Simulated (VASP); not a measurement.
A run of VASP 6.6.1 is set up as follows.

POSCAR

```
CdTe
1.0
    0.0000000000      3.2050000000      3.2050000000
    3.2050000000      0.0000000000      3.2050000000
    3.2050000000      3.2050000000      0.0000000000
Te Cd
1 1
Direct
    0.7500000000      0.7500000000      0.7500000000
    0.0000000000      0.0000000000      0.0000000000
```

File INCAR.step1:

```
ALGO     = Normal         # electronic algorithm
EDIFF    = 1E-5           # SCF threshold, eV
ENCUT    = 600            # plane-wave cutoff, eV
GGA      = PE             # functional
ISMEAR   = -1             # smearing method
LASPH    = T              # aspherical terms in the spheres
LCHARG   = F              # write CHGCAR
LREAL    = F              # projectors in reciprocal space
LWAVE    = T              # write WAVECAR
NBANDS   = 16             # bands
NELM     = 80             # most SCF steps
PREC     = Accurate       # precision mode
SIGMA    = 0.05           # smearing width, eV
```

Contents of INCAR.step2:

```
ALGO     = Normal         # electronic algorithm
EDIFF    = 1E-6           # SCF threshold, eV
EDIFFG   = -0.01          # ionic threshold
ENCUT    = 600            # plane-wave cutoff, eV
GGA      = PE             # functional
HFSCREEN = 0.2079         # screening, 1/A
IBRION   = 2              # ionic algorithm
ISIF     = 3              # what is computed and relaxed
ISMEAR   = -1             # smearing method
ISTART   = 1            
LASPH    = T              # aspherical terms in the spheres
LCHARG   = F              # write CHGCAR
LHFCALC  = T              # exact exchange
LREAL    = F              # projectors in reciprocal space
LWAVE    = F              # write WAVECAR
NELM     = 80             # most SCF steps
NSW      = 60             # ionic steps
PREC     = Accurate       # precision mode
PRECFOCK = Normal       
SIGMA    = 0.05           # smearing width, eV
```

Contents of KPOINTS:

```
k-points
0
Gamma
  4 4 4
```

Potentials or basis: VASP PAW PBE potentials, release 64 (Te, Cd).

Command:

```bash
$ cat potpaw_PBE.64/Te/POTCAR potpaw_PBE.64/Cd/POTCAR > POTCAR
$ cp INCAR.step1 INCAR
$ mpirun -np 1 vasp_std > vasp.out
$ cp INCAR.step2 INCAR
$ mpirun -np 1 vasp_std > vasp.out
```

Question: Predict the relaxed cell.

Answer: a = 4.647 Å, b = 4.647 Å, c = 4.647 Å, α = 60.00°, β = 60.00°, γ = 60.00°.

Question: Estimate the relaxed volume.

Answer: 35.48 Å³/atom.

Question: Estimate the space group after relaxing (to 0.1 Å).

Answer: F-43m (No. 216).

Final structure:
```xyz
2
Lattice="0.0000 3.2859 3.2859 3.2859 0.0000 3.2859 3.2859 3.2859 0.0000" Properties=species:S:1:pos:R:3 pbc="T T T"
Te    4.9289    4.9289    4.9289
Cd    0.0000    0.0000    0.0000
```

Caveat: the k points lie up to 0.41 Å⁻¹ apart in the final cell; the PAW data sets were made with another functional, which shifts forces and pressure a little. Zero-point motion and thermal expansion aren't in these numbers.
